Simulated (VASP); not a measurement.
# MgI2 (P3m1) in VASP: single point with PBEsol

Aim: the single point of MgI2 with PBEsol.

All numbers are computed with VASP 6.6.1; they aren't measurements. Logs are shortened: lines on timing, memory, paths and dates and some standing lists are left out, and cuts for length are marked.

### 1 The cell of the first run

The structure is trigonal, space group P3m1 (No. 156). The conventional cell has a = 4.154 Å, b = 4.154 Å, c = 6.862 Å, α = 90.00°, β = 90.00°, γ = 120.00°. Within 3.7 Å of Mg (site symmetry 3m) lie 6 I at 2.84 to 3.01 Å. I (site symmetry 3m) has 3 Mg at 3.01 Å within 4.0 Å. I (site symmetry 3m) has 3 Mg at 2.84 Å within 3.7 Å.

### 2 Single point, PBEsol (one atom moved)

Input file INCAR:

```
ALGO = Normal
EDIFF = 1E-6
ENCUT = 520
GGA = PS
ISIF = 2
ISMEAR = 0
LASPH = T
LCHARG = F
LREAL = F
LWAVE = F
NBANDS = 15
NELM = 60
PREC = Accurate
SIGMA = 0.02
```

Input file KPOINTS:

```
k-points
0
Gamma
  6 6 4
```

Input file POSCAR:

```
MgI2
1.0
    4.1537001214      0.0000000000      0.0000000000
   -2.0768500607      3.5972098248      0.0000000000
    0.0000000000      0.0000000000      6.8620000000
Mg I
1 2
Direct
    0.0000000000      0.0000000000      0.0218595162
    0.3333333333      0.6666666667      0.7576300000
    0.6666666667      0.3333333333      0.2423700000
```

Potentials or basis: VASP PAW PBE potentials, release 64 (Mg, I).

Started as:

```console
cat potpaw_PBE.64/Mg/POTCAR potpaw_PBE.64/I/POTCAR > POTCAR
mpirun -np 1 vasp_std > vasp.out
```

OUTCAR:

```text
EDIFF = 1E-6
   ENCUT = 520
   GGA = PS
   ISIF = 2
   ISMEAR = 0
   LASPH = T
   LREAL = F
   NELM = 60
   PREC = Accurate

 ion  position               nearest neighbor table
   1  0.000  0.000  0.022-   3 2.84   3 2.84   3 2.84   2 3.01   2 3.01   2 3.01
   2  0.333  0.667  0.758-   1 3.01   1 3.01   1 3.01
   3  0.667  0.333  0.242-   1 2.84   1 2.84   1 2.84

  LATTYP: Found a hexagonal cell.
 ALAT       =     4.1537001214
 C/A-ratio  =     1.6520210413

  Lattice vectors:

 A1 = (   4.1537001214,   0.0000000000,   0.0000000000)
 A2 = (  -2.0768500607,   3.5972098248,   0.0000000000)
 A3 = (   0.0000000000,   0.0000000000,   6.8620000000)

Analysis of symmetry for initial positions (statically):
=====================================================================
 Subroutine PRICEL returns:
 Original cell was already a primitive cell.

 Routine SETGRP: Setting up the symmetry group for a
 hexagonal supercell.

 Subroutine GETGRP returns: Found  6 space group operations
 (whereof  6 operations were pure point group operations)
 out of a pool of 24 trial point group operations.

The static configuration has the point symmetry C_3v.

Analysis of symmetry for dynamics (positions and initial velocities):
=====================================================================
 Subroutine PRICEL returns:
 Original cell was already a primitive cell.

 Routine SETGRP: Setting up the symmetry group for a
 hexagonal supercell.

 Subroutine GETGRP returns: Found  6 space group operations
 (whereof  6 operations were pure point group operations)
 out of a pool of 24 trial point group operations.

The dynamic configuration has the point symmetry C_3v.

 Subroutine INISYM returns: Found  6 space group operations
 (whereof  6 operations are pure point group operations),
 and found     1 'primitive' translations

----------------------------------------------------------------------------------------

                                     Primitive cell

  volume of cell :     102.5302

  direct lattice vectors                    reciprocal lattice vectors
     4.153700121  0.000000000  0.000000000     0.240749205  0.138996618  0.000000000
    -2.076850061  3.597209825  0.000000000     0.000000000  0.277993236  0.000000000
     0.000000000  0.000000000  6.862000000     0.000000000  0.000000000  0.145730108

  length of vectors
     4.153700121  4.153700121  6.862000000     0.277993236  0.277993236  0.145730108

  position of ions in fractional coordinates (direct lattice)
     0.000000000  0.000000000  0.021859516
     0.333333333  0.666666667  0.757630000
     0.666666667  0.333333333  0.242370000

  ion indices of the primitive-cell ions
   primitive index   ion index
                 1           1
                 2           2
                 3           3

----------------------------------------------------------------------------------------

 KPOINTS: k-points

Automatic generation of k-mesh.
 Grid dimensions read from file:
 generate k-points for:    6    6    4

 Generating k-lattice:

  Cartesian coordinates                     Fractional coordinates (reciprocal lattice)
     0.040124867  0.023166103  0.000000000     0.166666667 -0.000000000  0.000000000
     0.000000000  0.046332206  0.000000000     0.000000000  0.166666667  0.000000000
     0.000000000  0.000000000  0.036432527     0.000000000  0.000000000  0.250000000

  Length of vectors
     0.046332206  0.046332206  0.036432527

  Shift w.r.t. Gamma in fractional coordinates (k-lattice)
     0.000000000  0.000000000  0.000000000

 Subroutine IBZKPT returns following result:
 ===========================================

 Found     24 irreducible k-points:

 Following reciprocal coordinates:
            Coordinates               Weight
  0.000000  0.000000  0.000000      1.000000
  0.166667  0.000000  0.000000      6.000000
  0.333333  0.000000  0.000000      6.000000
  0.500000  0.000000  0.000000      3.000000
  0.166667  0.166667  0.000000      6.000000
  0.333333  0.166667  0.000000     12.000000
[... 16 lines left out ...]
  0.333333  0.166667  0.500000     12.000000
  0.333333  0.333333  0.500000      2.000000
   k-points           NKPTS =     24   k-points in BZ     NKDIM =     24   number of bands    NBANDS=     15
   number of dos      NEDOS =    301   number of ions     NIONS =      3
   total plane-waves  NPLWV =  55296
   dimension x,y,z NGX =    32 NGY =   32 NGZ =   54
   dimension x,y,z NGXF=    64 NGYF=   64 NGZF=  108
   ions per type =               1   2
   NGX,Y,Z   is equivalent  to a cutoff of  12.81, 12.81, 13.08 a.u.
   NGXF,Y,Z  is equivalent  to a cutoff of  25.62, 25.62, 26.17 a.u.
 SYSTEM =  unknown system
   PREC   = accura    normal or accurate (medium, high low for compatibility)
   ISTART =      0    job   : 0-new  1-cont  2-samecut
   ICHARG =      2    charge: 1-file 2-atom 10-const
   ISPIN  =      1    spin polarized calculation?
   LNONCOLLINEAR =      F non collinear calculations
   LSORBIT =      F    spin-orbit coupling
   LASPH  =      T    aspherical Exc in radial PAW
   ENCUT  =  520.0 eV  38.22 Ry    6.18 a.u.   7.72  7.72 12.76*2*pi/ulx,y,z
   NELM   =     60;   NELMIN=  2; NELMDL= -5     # of ELM steps
   EDIFF  = 0.1E-05   stopping-criterion for ELM
   LREAL  =      F    real-space projection
   EDIFFG = 0.1E-04   stopping-criterion for IOM
   NSW    =      0    number of steps for IOM
   IBRION =     -1    ionic relax: 0-MD 1-quasi-New 2-CG
   NFREE  =      0    steps in history (QN), initial steepest desc. (CG)
   ISIF   =      2    stress and relaxation
   ISYM   =      2    0-nonsym 1-usesym 2-fastsym
   POTIM  = 0.5000    time-step for ionic-motion
   TEBEG  =    0.0;   TEEND  =   0.0 temperature during run
   PSTRESS=    0.0 pullay stress
   NELECT =      16.0000    total number of electrons
   NUPDOWN=      -1.0000    fix difference up-down
   EMIN   =  10.00;   EMAX   =-10.00  energy-range for DOS
   EFERMI =   0.00;   METHOD = LEGACY
   ISMEAR =     0;   SIGMA  =   0.02  broadening in eV -4-tet -1-fermi 0-gaus
   EFERMI_NEDOS =   21; number of points for ismear=-14 and -15
   IALGO  =     38    algorithm
   IMIX   =      4    mixing-type and parameters
     AMIX     =   0.40;   BMIX     =  1.00
     AMIX_MAG =   1.60;   BMIX_MAG =  1.00
  volume/ion in A,a.u.               =      34.18       230.64
  Fermi-wavevector in a.u.,A,eV,Ry     =   0.881382  1.665571 10.569477  0.776835
  Thomas-Fermi vector in A             =   2.001871
   LORBIT       =      0    0 simple, 1 ext, 2 COOP (PROOUT), +10 PAW based schemes
   GGA     = PS    functional components
   LHFCALC =     F    Hartree Fock is set to
   AEXX    =    0.0000 exact exchange contribution
   IVDW    =     0    specifies the selected vdW correction
   LEPSILON=     F    determine dielectric tensor
   LRPA    =     F    only Hartree local field effects (RPA)
 non-spin polarized calculation
 Gauss-broadening in eV      SIGMA  =   0.02
  energy-cutoff  :      520.00
  volume of cell :      102.53
 maximum number of plane-waves:      2798
 NGX is ok and might be reduce to    32
   NGX = 15   NGY = 15   NGZ = 25

 number of electron      16.0000001 magnetization

 Free energy of the ion-electron system (eV)
  ---------------------------------------------------
  ext. energy  EPLUGINS =         0.00000000
  ---------------------------------------------------
  free energy    TOTEN  =        -8.35698844 eV

  energy without entropy =       -8.35698844  energy(sigma->0) =       -8.35698844

 E-fermi :   2.4793     XC(G=0):  -8.3739

 val. band max:        2.3870339805   @ k =   0.0000   0.0000   0.0000
 cond. band min:       5.6584947311   @ k =   0.5000   0.0000   0.2500
 fundamental gap:      3.2714607506
 Fermi energy:         2.4792730724

 k-point     1 :       0.0000    0.0000    0.0000
  band No.  band energies     occupation
      1     -10.0513      2.00000
      2      -9.0396      2.00000
      3      -1.3663      2.00000
      4       1.4894      2.00000
      5       1.4894      2.00000
      6       2.2503      2.00000
      7       2.3870      2.00000
      8       2.3870      2.00000
      9       5.7419      0.00000
     10       6.8924      0.00000
     11       8.7574      0.00000
     12       8.7574      0.00000
     13       9.6344      0.00000
     14      10.3648      0.00000
     15      10.3648      0.00000

 k-point     2 :       0.1667    0.0000    0.0000
  band No.  band energies     occupation
      1      -9.9187      2.00000
      2      -8.9588      2.00000
      3      -1.1726      2.00000
      4       0.5203      2.00000
      5       1.2330      2.00000
      6       1.4805      2.00000
      7       2.1501      2.00000
      8       2.2746      2.00000
      9       6.6577      0.00000
     10       7.5068      0.00000
     11       8.2952      0.00000
     12       9.1754      0.00000
     13       9.3137      0.00000
     14      10.1697      0.00000
     15      10.6410      0.00000

 k-point     3 :       0.3333    0.0000    0.0000
  band No.  band energies     occupation
      1      -9.6177      2.00000
      2      -8.7958      2.00000
      3      -1.1122      2.00000
      4      -0.4502      2.00000
      5       0.3562      2.00000
      6       0.8224      2.00000
      7       1.7634      2.00000
      8       2.0275      2.00000
      9       6.1719      0.00000
     10       7.4956      0.00000
     11       8.1474      0.00000
     12       9.2602      0.00000
     13       9.7718      0.00000
     14      10.7690      0.00000
     15      11.1907      0.00000
[... 343 lines left out ...]
 k-point    23 :       0.3333    0.1667    0.5000
  band No.  band energies     occupation
      1      -9.4318      2.00000
      2      -8.7298      2.00000
      3      -1.4243      2.00000
      4      -0.6862      2.00000
      5       0.0724      2.00000
      6       0.7535      2.00000
      7       1.5677      2.00000
      8       1.6920      2.00000
      9       6.4649      0.00000
     10       7.6551      0.00000
     11       8.3673      0.00000
     12       8.9188      0.00000
     13       9.4334      0.00000
     14      10.4050      0.00000
     15      11.1374      0.00000

 k-point    24 :       0.3333    0.3333    0.5000
  band No.  band energies     occupation
      1      -9.3572      2.00000
      2      -8.6672      2.00000
      3      -1.1442      2.00000
      4      -0.8516      2.00000
      5      -0.4200      2.00000
      6       0.1265      2.00000
      7       1.6714      2.00000
      8       1.7440      2.00000
      9       7.0161      0.00000
     10       7.7858      0.00000
     11       8.0226      0.00000
     12       9.4755      0.00000
     13      10.1484      0.00000
     14      10.5718      0.00000
     15      11.0133      0.00000

------------------------ aborting loop because EDIFF is reached ----------------------------------------

  FORCE on cell =-STRESS in cart. coord.  units (eV):
  Direction    XX          YY          ZZ          XY          YZ          ZX
  --------------------------------------------------------------------------------------
  -------------------------------------------------------------------------------------
  Total       -0.0239394     -0.0239394     -0.0240572      0.0000000      0.0000000      0.0000000
  in kB       -0.3740873     -0.3740873     -0.3759271      0.0000000      0.0000000      0.0000000
  external PRESSURE =      -0.3747006 kB  Pullay stress =       0.0000000 kB

 VOLUME and BASIS-vectors are now :
 -----------------------------------------------------------------------------
  energy-cutoff  :      520.00
  volume of cell :      102.53
      direct lattice vectors                 reciprocal lattice vectors
     4.153700121  0.000000000  0.000000000     0.240749205  0.138996618  0.000000000
    -2.076850061  3.597209825  0.000000000     0.000000000  0.277993236  0.000000000
     0.000000000  0.000000000  6.862000000     0.000000000  0.000000000  0.145730108

 POSITION                                       TOTAL-FORCE (eV/Angst)
 -----------------------------------------------------------------------------------
      0.00000      0.00000      0.15000         0.000000      0.000000     -0.828075
     -0.00000      2.39814      5.19886        -0.000000      0.000000      0.420542
      2.07685      1.19907      1.66314        -0.000000      0.000000      0.407532
 -----------------------------------------------------------------------------------
    total drift:                                0.000000      0.000000     -0.000018

  FREE ENERGIE OF THE ION-ELECTRON SYSTEM (eV)
  ---------------------------------------------------
  free  energy   TOTEN  =        -8.3569884354 eV

  energy  without entropy=       -8.3569884354  energy(sigma->0) =       -8.35698844
```

Wall time 27 s (1 thread of Intel Xeon Platinum 8488C (Sapphire Rapids), shared host); peak memory 0.23 GiB.

Results:

| Property | Result |
| --- | --- |
| Free energy | -8.3570 eV |
| Pressure | 0.0 GPa |
| Largest force | 0.828 eV/Å |
| Band gap on the k mesh | 3.27 eV, indirect (least direct gap 3.35 eV) |

Forces on the atoms (eV/Å):
```
Mg   0.000  0.000 -0.828
I    0.000  0.000  0.421
I    0.000  0.000  0.408
```

Levels at points of the mesh, in eV from the valence-band top:
```csv
k point,band 4,band 5,band 6,band 7,band 8,band 9,band 10,band 11,band 12,band 13
"(0.00, 0.00, 0.00)",-0.90,-0.90,-0.14,0.00,0.00,3.35,4.51,6.37,6.37,7.25
"(0.50, 0.00, 0.00)",-2.90,-2.06,-1.74,-1.05,-0.48,3.37,4.86,5.45,6.73,7.80
"(0.00, 0.00, 0.50)",-1.60,-0.87,-0.87,-0.03,-0.03,4.15,4.80,6.19,6.19,7.63
"(0.50, 0.00, 0.50)",-3.29,-1.63,-1.32,-0.92,-0.66,3.30,4.79,5.47,5.92,7.52
```

Caveat: the cell differs from its parent crystal (one atom moved); the PAW data sets were made with another functional, which shifts forces and pressure a little; spin-orbit coupling is left out, which moves the levels of the heavy elements; this functional lacks dispersion, which binds the layers, so the pressure and a relaxed spacing across them are unreliable.
